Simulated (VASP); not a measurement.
Wanted: the native input for a VASP 6.6.1 run.

| Item | Value |
| --- | --- |
| Task | relaxation of the atoms |
| Functional | PBE |
| Potentials or basis | VASP PAW PBE potentials, release 64 (Al, N) |
| Cutoff | 520 eV |
| k mesh | 9 × 9 × 6 |
| Occupations | gaussian, width 0.05 eV |
| Spin | no spin polarisation |
| Dipole correction | no |
| Further INCAR settings | ALGO = Normal; EDIFF = 1e-06; IBRION = 2; EDIFFG = -0.01; NSW = 50 |

The structure of AlN lies in POSCAR:

```
AlN
1.0
    3.0673000000      0.0000000000      0.0000000000
   -1.5336500000      2.6563597210      0.0000000000
    0.0000000000      0.0000000000      4.8163000000
Al N
2 2
Direct
    0.3333333333      0.6666666667      0.0017290859
    0.6666666667      0.3333333333      0.5017290859
    0.3333333333      0.6666666667      0.3832709141
    0.6666666667      0.3333333333      0.8832709141
```

The input as run:

INCAR

```
PREC = Accurate ; ENCUT = 520
EDIFF = 1E-6 ; ISMEAR = 0
SIGMA = 0.05 ; LREAL = False
LASPH = True ; NELM = 80
ALGO = Normal ; ISIF = 2
LWAVE = False ; LCHARG = False
GGA = PE ; IBRION = 2
NSW = 50 ; EDIFFG = -0.01
```

KPOINTS

```
regular mesh
0
Gamma
  9 9 6
```

Potentials or basis: VASP PAW PBE potentials, release 64 (Al, N).

The run is started by

```bash
$ cat potpaw_PBE.64/Al/POTCAR potpaw_PBE.64/N/POTCAR > POTCAR
$ mpirun -np 1 vasp_std > vasp.out
```

Results of the run:

- Energy gained by relaxing: 2.4 meV/atom
- Ionic steps: 3
- Pressure after relaxing: 17.9 GPa
- Band gap on the k mesh: 4.63 eV

Caveat: an odd mesh through Γ misses points on the zone boundary, where band edges can lie.

It took 16 s on 1 thread of Intel(R) Xeon(R) Platinum 8488C (Sapphire Rapids), on a shared host, peak memory 0.16 GiB.
